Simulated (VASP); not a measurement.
Wanted: the native input for a VASP 6.6.1 run.

```
Task                   : relaxation of cell and atoms
Functional             : PBE
Potentials or basis    : VASP PAW PBE potentials, release 64 (Ge_d, N)
Cutoff                 : 600 eV
k mesh                 : 4 × 4 × 4
Occupations            : gaussian, width 0.1 eV
Spin                   : no spin polarisation
Dipole correction      : no
Further INCAR settings : ALGO = Normal; EDIFF = 1e-06; IBRION = 2; EDIFFG = -0.04; NSW = 90; ISIF = 3
```

The structure of Ge4N lies in POSCAR:

```
Ge4N
1.0
    4.3466120900      0.0000000000      0.0000000000
    0.0000000000      4.3466120900      0.0000000000
    0.0000000000      0.0000000000      4.7081998400
Ge N
4 1
Direct
    0.5000000000      0.0000000000      0.6420449200
    0.0000000000      0.5000000000      0.6420449200
    0.5000000000      0.0000000000      0.2585513200
    0.0000000000      0.5000000000      0.2585513200
    0.5000000000      0.5000000000      0.0830976900
```

These files were run (other wordings do the same):

INCAR

```
SYSTEM = Ge4N
PREC = Accurate
ENCUT = 600
EDIFF = 1E-6
ISMEAR = 0
SIGMA = 0.1
LREAL = .False.
LASPH = .True.
NELM = 60
ALGO = Normal
ISIF = 3
LWAVE = .False.
LCHARG = .False.
GGA = PE
IBRION = 2
NSW = 90
EDIFFG = -0.04
```

KPOINTS

```
Automatic mesh
0
Gamma
  4 4 4
  0 0 0
```

Potentials or basis: VASP PAW PBE potentials, release 64 (Ge_d, N).

The run is started by

```console
$ cat potpaw_PBE.64/Ge_d/POTCAR potpaw_PBE.64/N/POTCAR > POTCAR
$ mpirun -np 1 vasp_std > vasp.out
```

It gave:

```
Relaxed volume                         : 18.34 Å³/atom
Relaxed cell                           : a = 4.016 Å, b = 4.016 Å, c = 5.685 Å, α = 90.00°, β = 90.00°, γ = 90.00°
Space group after relaxing (to 0.05 Å) : P4mm (No. 99)
Energy gained by relaxing              : 1928.9 meV/atom
Ionic steps                            : 23
Pressure after relaxing                : -0.1 GPa
Largest force after relaxing           : 0.035 eV/Å
```

Caveat: the k points lie up to 0.39 Å⁻¹ apart in the final cell.

It took 15 min on 1 thread of AMD EPYC 7R43 64-Core Processor (Zen 3), on a shared host, peak memory 0.21 GiB.
